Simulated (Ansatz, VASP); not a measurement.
Cu3N: VASP beside Ansatz

File INCAR:

```
SYSTEM = Cu3N
PREC     = Accurate       ! precision mode
ENCUT    = 600            ! plane-wave cutoff, eV
EDIFF    = 1E-7           ! SCF threshold, eV
ISMEAR   = 0              ! smearing method
SIGMA    = 0.01           ! smearing width, eV
LREAL    = .False.        ! projectors in reciprocal space
LASPH    = .True.         ! aspherical terms in the spheres
NELM     = 120            ! most SCF steps
ALGO     = Normal         ! electronic algorithm
ISIF     = 3              ! what is computed and relaxed
LWAVE    = .False.        ! write WAVECAR
LCHARG   = .False.        ! write CHGCAR
GGA      = PS             ! functional
IBRION   = 2              ! ionic algorithm
NSW      = 100            ! ionic steps
EDIFFG   = -0.005         ! ionic threshold
GGA_COMPAT= .False.      
NELMIN   = 4
```

KPOINTS

```
Automatic mesh
0
Gamma
  10 10 10
  0 0 0
```

The input POSCAR:

```
Cu3N
1.0
    3.8070000000      0.0000000000      0.0000000000
    0.0000000000      3.8070000000      0.0000000000
    0.0000000000      0.0000000000      3.8070000000
Cu N
3 1
Direct
    0.5000000000      0.0000000000      0.0000000000
    0.0000000000      0.5000000000      0.0000000000
    0.0000000000      0.0000000000      0.5000000000
    0.0000000000      0.0000000000      0.0000000000
```

Input for Ansatz:

```yaml
crystal:
  lattice:
    - [3.807, 0.0, 0.0]
    - [0.0, 3.807, 0.0]
    - [0.0, 0.0, 3.807]
  atoms:
    - { symbol: Cu, position: [0.5, 0.0, 0.0] }
    - { symbol: Cu, position: [0.0, 0.5, 0.0] }
    - { symbol: Cu, position: [0.0, 0.0, 0.5] }
    - { symbol: "N", position: [0.0, 0.0, 0.0] }
basis:
  ecutwfc: 420
kpoints:
  mp_grid: { grid: [10, 10, 10] }
hamiltonian:
  xc: pbesol
scf:
  occupations: { method: gaussian, width: 0.01 }
output:
  forces: true
  stress: true
  eigenvalues: true
relax:
  adjacent_minimum: "off"
  f_tol: 0.005
  max_steps: 80
  cell: { stress_tol: 0.05 }
```

Alike in both runs: task relaxation of cell and atoms; functional PBEsol; k mesh 10 × 10 × 10; occupations gaussian, width 0.01 eV; no spin polarisation.

|  | VASP | Ansatz |
| --- | --- | --- |
| version | VASP 6.6.1 | Ansatz 0.2.0 |
| potentials or method | VASP PAW PBE potentials, release 64 (Cu, N), cutoff 600 eV | scalar-relativistic, plane waves, PAW |
| valence electrons in the cell | 38 | 62 |

```csv
,VASP,Ansatz,Ansatz less VASP
"gap on the k mesh at the Fermi level, each at its own relaxed structure (eV)",0.05,0.02,-0.033
relaxed volume (Å³/atom),13.41,13.35,-0.052
relaxed cell length with the largest relative difference (Å),3.771,3.766,-0.0049
```

VASP's potentials were made for PBE, not for PBEsol. VASP's potentials hold 38 valence electrons a cell and Ansatz's 62, so a difference there can come from the potentials and not from the codes.
